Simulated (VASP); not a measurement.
# Cu2NiO3 (P4/mmm) in VASP: further runs, part 2 of 2

VASP 6.6.1. Earlier steps stand in the parts before.

## 3. Single point, PBE, collinear spin, ferrimagnetic start

This run uses another cell than the first one, of 9.99 Å³/atom.

Input file INCAR:

```
PREC = Accurate
ENCUT = 520
EDIFF = 1E-6
ISMEAR = 0
SIGMA = 0.1
LREAL = F
LASPH = T
NELM = 150
ALGO = Normal
ISIF = 2
LWAVE = F
LCHARG = F
ISPIN = 2
MAGMOM = 1 -1 2 0 0 0
LORBIT = 11
LMAXMIX = 4
GGA = PE
NBANDS = 38
```

Input file KPOINTS:

```
Automatic mesh
0
Gamma
  6 6 2
```

Input file POSCAR:

```
Cu2NiO3
1.0
    2.7054029500      0.0000000000      0.0000000000
    0.0000000000      2.7054029500      0.0000000000
    0.0000000000      0.0000000000      8.1909734900
Cu Ni O
2 1 3
Direct
    0.5000000000      0.5000000000      0.3248246900
    0.5000000000      0.5000000000      0.6751753100
    0.5000000000      0.5000000000      0.0000000000
    0.0000000000      0.0000000000      0.8390681100
    0.0000000000      0.0000000000      0.1609318900
    0.0000000000      0.0000000000      0.5000000000
```

Potentials or basis: VASP PAW PBE potentials, release 64 (Cu, Ni, O).

Launch:

```console
cat potpaw_PBE.64/Cu/POTCAR potpaw_PBE.64/Ni/POTCAR potpaw_PBE.64/O/POTCAR > POTCAR
mpirun -np 1 vasp_std > vasp.out
```

OUTCAR:

```text
PREC = Accurate
   ENCUT = 520
   EDIFF = 1E-6
   ISMEAR = 0
   LREAL = F
   LASPH = T
   NELM = 150
   ISIF = 2
   ISPIN = 2
   LORBIT = 11
   GGA = PE

 ion  position               nearest neighbor table
   1  0.500  0.500  0.325-   5 2.34   5 2.34   5 2.34   5 2.34   3 2.66
   2  0.500  0.500  0.675-   4 2.34   4 2.34   4 2.34   4 2.34   3 2.66
   3  0.500  0.500  0.000-   4 2.32   5 2.32   4 2.32   5 2.32   4 2.32   5 2.32   4 2.32   5 2.32
                             1 2.66   2 2.66
   4  0.000  0.000  0.839-   3 2.32   3 2.32   3 2.32   3 2.32   2 2.34   2 2.34   2 2.34   2 2.34

   5  0.000  0.000  0.161-   3 2.32   3 2.32   3 2.32   3 2.32   1 2.34   1 2.34   1 2.34   1 2.34

   6  0.000  0.000  0.500-

  LATTYP: Found a simple tetragonal cell.
 ALAT       =     2.7054029500
 C/A-ratio  =     3.0276353066

  Lattice vectors:

 A1 = (   2.7054029500,   0.0000000000,   0.0000000000)
 A2 = (   0.0000000000,   2.7054029500,   0.0000000000)
[... 1811 lines left out ...]
  -------------------------------------------------------------------------------------
  Total       -4.8784720     -4.8784720     -5.0493934      0.0000000     -0.0000000     -0.0000000
  in kB     -130.3751909   -130.3751909   -134.9429971      0.0000000     -0.0000000     -0.0000000
  external PRESSURE =    -131.8977930 kB  Pullay stress =       0.0000000 kB

 VOLUME and BASIS-vectors are now :
 -----------------------------------------------------------------------------
  energy-cutoff  :      520.00
  volume of cell :       59.95
      direct lattice vectors                 reciprocal lattice vectors
     2.705402950  0.000000000  0.000000000     0.369630705  0.000000000  0.000000000
     0.000000000  2.705402950  0.000000000     0.000000000  0.369630705  0.000000000
     0.000000000  0.000000000  8.190973490     0.000000000  0.000000000  0.122085611

 POSITION                                       TOTAL-FORCE (eV/Angst)
 -----------------------------------------------------------------------------------
      1.35270      1.35270      2.66063        -0.000000      0.000000      0.737015
      1.35270      1.35270      5.53034         0.000000      0.000000     -0.736975
      1.35270      1.35270      0.00000        -0.000000      0.000000     -0.000067
      0.00000      0.00000      6.87278         0.000000      0.000000      0.585129
      0.00000      0.00000      1.31819         0.000000      0.000000     -0.585141
      0.00000      0.00000      4.09549         0.000000      0.000000      0.000039
 -----------------------------------------------------------------------------------
    total drift:                               -0.000000     -0.000000      0.000005

  FREE ENERGIE OF THE ION-ELECTRON SYSTEM (eV)
  ---------------------------------------------------
  free  energy   TOTEN  =       -27.6211345939 eV

  energy  without entropy=      -27.6006576983  energy(sigma->0) =      -27.61089615

 total charge

# of ion       s       p       d       tot
------------------------------------------
    1        0.261   0.232   9.189   9.682
    2        0.261   0.232   9.189   9.682
    3        0.290   0.305   8.184   8.778
    4        1.594   3.247   0.000   4.841
    5        1.594   3.247   0.000   4.841
    6        1.600   3.198   0.000   4.798
--------------------------------------------------
tot          5.598  10.461  26.561  42.621

 magnetization (x)

# of ion       s       p       d       tot
------------------------------------------
    1        0.001   0.004  -0.101  -0.095
    2        0.001   0.004  -0.101  -0.095
    3       -0.007  -0.007   1.402   1.388
    4        0.006   0.345   0.000   0.351
    5        0.006   0.345   0.000   0.351
    6       -0.004  -0.373   0.000  -0.377
--------------------------------------------------
tot          0.004   0.318   1.200   1.523
```

It took 73 s on 1 thread of Intel Xeon 6975P-C (Granite Rapids), shared host; peak memory 0.23 GiB.

What came out:

| Item | Value |
| --- | --- |
| Free energy | -27.6211 eV |
| Pressure | -13.2 GPa |
| Largest force | 0.737 eV/Å |
| Net moment | 1.56 μB per cell |
| Site moments | Cu -0.10; Ni +1.39; O +0.35, -0.38 (each value once) μB |
| Valence electrons inside the program's atomic spheres | Cu 9.68; Ni 8.78; O 4.84, 4.80 (each value once) |

Forces in eV/Å, atoms in the order of the input:
```
Cu   0.000  0.000  0.737
Cu   0.000  0.000 -0.737
Ni   0.000  0.000  0.000
O    0.000  0.000  0.585
O    0.000  0.000 -0.585
O    0.000  0.000  0.000
```

Caveat: the k points lie up to 0.39 Å⁻¹ apart; semilocal functionals often make such compounds metallic where correlation or magnetic order opens a gap, which also shifts bond lengths. With open d or f shells a metallic result of PBE can be an artefact of self-interaction; +U or a hybrid may open a gap.

## 4. Relaxation of cell and atoms, PBE, collinear spin, ferrimagnetic start

This run uses another cell than the first one, of 9.99 Å³/atom.

Input file INCAR:

```
SYSTEM = Cu2NiO3
PREC = Accurate
ENCUT = 600
EDIFF = 1E-7
ISMEAR = 0
SIGMA = 0.1
LREAL = .FALSE.
LASPH = .TRUE.
NELM = 150
ALGO = Normal
ISIF = 3
LWAVE = .FALSE.
LCHARG = .FALSE.
ISPIN = 2
MAGMOM = 1 -1 2 0 0 0
LORBIT = 11
LMAXMIX = 4
GGA = PE
IBRION = 2
NSW = 90
EDIFFG = -0.04
```

Input file KPOINTS:

```
Automatic mesh
0
G
  6 6 2
  0 0 0
```

POSCAR is that of step 3.

Potentials or basis: VASP PAW PBE potentials, release 64 (Cu, Ni, O).

Launch:

```console
cat potpaw_PBE.64/Cu/POTCAR potpaw_PBE.64/Ni/POTCAR potpaw_PBE.64/O/POTCAR > POTCAR
mpirun -np 1 vasp_std > vasp.out
```

OUTCAR:

```text
SYSTEM = Cu2NiO3
   PREC = Accurate
   ENCUT = 600
   EDIFF = 1E-7
   ISMEAR = 0
   LREAL = .FALSE.
   LASPH = .TRUE.
   NELM = 150
   ISIF = 3
   ISPIN = 2
   LORBIT = 11
   GGA = PE
   IBRION = 2
   NSW = 90
   EDIFFG = -0.04

 ion  position               nearest neighbor table
   1  0.500  0.500  0.325-   5 2.34   5 2.34   5 2.34   5 2.34   3 2.66
   2  0.500  0.500  0.675-   4 2.34   4 2.34   4 2.34   4 2.34   3 2.66
   3  0.500  0.500  0.000-   4 2.32   5 2.32   4 2.32   5 2.32   4 2.32   5 2.32   4 2.32   5 2.32
                             1 2.66   2 2.66
   4  0.000  0.000  0.839-   3 2.32   3 2.32   3 2.32   3 2.32   2 2.34   2 2.34   2 2.34   2 2.34

   5  0.000  0.000  0.161-   3 2.32   3 2.32   3 2.32   3 2.32   1 2.34   1 2.34   1 2.34   1 2.34

   6  0.000  0.000  0.500-

  LATTYP: Found a simple tetragonal cell.
 ALAT       =     2.7054029500
 C/A-ratio  =     3.0276353066

[... 459 lines left out ...]
  band No.  band energies     occupation
      1     -12.8957      1.00000
      2     -11.9378      1.00000
      3     -11.8494      1.00000
      4      -0.2456      1.00000
      5       0.0161      1.00000
      6       3.1024      1.00000
[... 669 lines left out ...]
     30      13.7278      0.00000
     31      13.7278      0.00000
 Fermi energy:         6.7578573553

 spin component 2

 k-point     1 :       0.0000    0.0000    0.0000
  band No.  band energies     occupation
      1     -12.6458      1.00000
      2     -11.9918      1.00000
      3     -11.3379      1.00000
      4       0.0377      1.00000
      5       0.1095      1.00000
      6       3.5005      1.00000
[... 702 lines left out ...]
  FREE ENERGIE OF THE ION-ELECTRON SYSTEM (eV)
  ---------------------------------------------------
  free  energy   TOTEN  =       -27.9936829486 eV

  energy  without entropy=      -27.9738380755  energy(sigma->0) =      -27.98376051

 reached required accuracy - stopping structural energy minimisation

 total charge

# of ion       s       p       d       tot
------------------------------------------
    1        0.280   0.273   9.209   9.762
    2        0.280   0.273   9.209   9.762
    3        0.317   0.379   8.202   8.898
    4        1.591   3.280   0.000   4.871
    5        1.591   3.280   0.000   4.871
    6        1.593   3.270   0.000   4.864
--------------------------------------------------
tot          5.652  10.756  26.619  43.027

 magnetization (x)

# of ion       s       p       d       tot
------------------------------------------
    1        0.001   0.003  -0.125  -0.121
    2        0.001   0.003  -0.125  -0.121
    3       -0.008  -0.007   1.404   1.389
    4        0.008   0.351   0.000   0.359
    5        0.008   0.351   0.000   0.359
    6       -0.003  -0.281   0.000  -0.283
--------------------------------------------------
tot          0.008   0.420   1.153   1.581
```

CONTCAR:

```text
Cu2NiO3
   1.00000000000000
     2.6256298646284488    0.0000000000000000    0.0000000000000000
     0.0000000000000000    2.6256298646284488    0.0000000000000000
     0.0000000000000000    0.0000000000000000    7.9411173226818592
  Cu              Ni              O
     2     1     3
Direct
     0.5000000000000000    0.5000000000000000    0.3364246951993882
     0.5000000000000000    0.5000000000000000    0.6635743029786829
     0.5000000000000000    0.5000000000000000    0.0000006867659813
     0.0000000000000000    0.0000000000000000    0.8455700358175033
     0.0000000000000000    0.0000000000000000    0.1544299456885452
     1.0000000000000000    0.0000000000000000    0.5000003335498991

  0.00000000E+00  0.00000000E+00  0.00000000E+00
  0.00000000E+00  0.00000000E+00  0.00000000E+00
  0.00000000E+00  0.00000000E+00  0.00000000E+00
  0.00000000E+00  0.00000000E+00  0.00000000E+00
  0.00000000E+00  0.00000000E+00  0.00000000E+00
  0.00000000E+00  0.00000000E+00  0.00000000E+00
```

Run time: 7.2 min. Hardware: 1 thread of Intel Xeon 6975P-C (Granite Rapids), shared host; peak memory 0.28 GiB.

Results:

```
Free energy                                           : -27.9937 eV
Relaxed volume                                        : 9.12 Å³/atom
Relaxed cell                                          : a = 2.626 Å, b = 2.626 Å, c = 7.941 Å, α = 90.00°, β = 90.00°, γ = 90.00°
Space group after relaxing (to 0.1 Å)                 : P4/mmm (No. 123)
Energy gained by relaxing                             : 66.5 meV/atom
Ionic steps                                           : 7
Pressure after relaxing                               : -0.6 GPa
Largest force after relaxing                          : 0.023 eV/Å
Net moment                                            : 1.64 μB per cell
Site moments                                          : Cu -0.12; Ni +1.39; O +0.36, -0.28 (each value once) μB
Valence electrons inside the program's atomic spheres : Cu 9.76; Ni 8.90; O 4.87, 4.86 (each value once)
```

Forces on the atoms (eV/Å):
```
Cu   0.000  0.000  0.017
Cu   0.000  0.000 -0.017
Ni   0.000  0.000  0.000
O    0.000  0.000  0.023
O    0.000  0.000 -0.023
O    0.000  0.000  0.000
```

Stress tensor (GPa, compression positive):
```
-0.66  0.00  0.00
 0.00 -0.66  0.00
 0.00  0.00 -0.58
```

Step by step:
| step | energy change (eV) | largest force (eV/Å) | pressure (GPa) | volume (Å³) |
| --- | --- | --- | --- | --- |
| 1 | 0.0000 | 0.7969 | -13.45 | 59.95 |
| 2 | -0.3341 | 0.6282 | 5.21 | 52.96 |
| 3 | -0.3453 | 0.6636 | 2.10 | 53.83 |
| 4 | -0.3455 | 0.6691 | 1.56 | 53.97 |
| 5 | -0.3883 | 0.2925 | 1.12 | 54.13 |
| 6 | -0.3985 | 0.0159 | 1.01 | 54.25 |
| 7 | -0.3992 | 0.0232 | -0.63 | 54.75 |

Final structure:
```cif
data_structure
_symmetry_space_group_name_H-M 'P 1'
_symmetry_Int_Tables_number 1
_cell_length_a 2.6256
_cell_length_b 2.6256
_cell_length_c 7.9411
_cell_angle_alpha 90.000
_cell_angle_beta 90.000
_cell_angle_gamma 90.000
_cell_volume 54.75
loop_
_atom_site_label
_atom_site_type_symbol
_atom_site_fract_x
_atom_site_fract_y
_atom_site_fract_z
_atom_site_occupancy
Cu1 Cu 0.50000 0.50000 0.33642 1
Cu2 Cu 0.50000 0.50000 0.66357 1
Ni1 Ni 0.50000 0.50000 0.00000 1
O1 O 0.00000 0.00000 0.84557 1
O2 O 0.00000 0.00000 0.15443 1
O3 O 0.00000 0.00000 0.50000 1
```

Levels at points of the mesh, in eV from the Fermi level:
Spin up:
```tsv
k point	band 24	band 25	band 26	band 27	band 28	band 29
(0.00, 0.00, 0.00)	-0.18	-0.18	0.11	0.11	0.69	4.37
(0.50, 0.00, 0.00)	-0.81	-0.45	0.24	0.36	5.49	6.27
(0.50, 0.50, 0.00)	-0.40	-0.40	-0.24	0.33	5.41	6.36
(0.00, 0.00, 0.50)	-0.75	-0.75	0.31	0.31	2.06	2.49
(0.50, 0.00, 0.50)	-0.74	-0.66	-0.16	0.29	5.16	6.86
(0.50, 0.50, 0.50)	-0.47	0.22	0.22	0.32	5.55	5.75
```
Spin down:
```csv
k point,band 22,band 23,band 24,band 25,band 26,band 27
"(0.00, 0.00, 0.00)",-0.92,-0.20,-0.15,-0.15,0.79,1.02
"(0.50, 0.00, 0.00)",-0.48,-0.37,-0.34,-0.33,0.83,1.12
"(0.50, 0.50, 0.00)",-0.61,-0.30,0.24,0.77,0.77,1.13
"(0.00, 0.00, 0.50)",-0.67,-0.46,-0.46,-0.20,1.07,1.07
"(0.50, 0.00, 0.50)",-0.74,-0.49,-0.33,0.02,0.26,1.09
"(0.50, 0.50, 0.50)",-0.30,-0.12,-0.06,1.03,1.03,1.14
```

Caveat: the k points lie up to 0.40 Å⁻¹ apart in the final cell; semilocal functionals often make such compounds metallic where correlation or magnetic order opens a gap, which also shifts bond lengths. With open d or f shells a metallic result of PBE can be an artefact of self-interaction; +U or a hybrid may open a gap.

## 5. The runs side by side

```csv
task,cell,cutoff (eV),gap on the mesh (eV),pressure (GPa),moment (μB),largest force (eV/Å)
single point,"a = 2.624, b = 2.624, c = 7.940 Å, 6 atoms, atomic positions A",520,none,-0.1,1.64,0.03
single point,"a = 2.705, b = 2.705, c = 8.191 Å, 6 atoms, atomic positions B",520,none,-13.2,1.56,0.74
relaxation of cell and atoms,"relaxed from a = 2.705, b = 2.705, c = 8.191 Å, 6 atoms, atomic positions B",600,none,-0.6,1.64,0.02
```

Alike in all rows: level PBE; potentials or basis VASP PAW PBE potentials, release 64 (Cu, Ni, O); spin collinear, ferrimagnetic start; k mesh 6 × 6 × 2; smearing gaussian 0.1 eV.

Caveats: all runs use coarse meshes; semilocal functionals often make such compounds metallic where correlation or magnetic order opens a gap, which also shifts bond lengths.

Absolute energies hang on the potentials; compare differences alone.
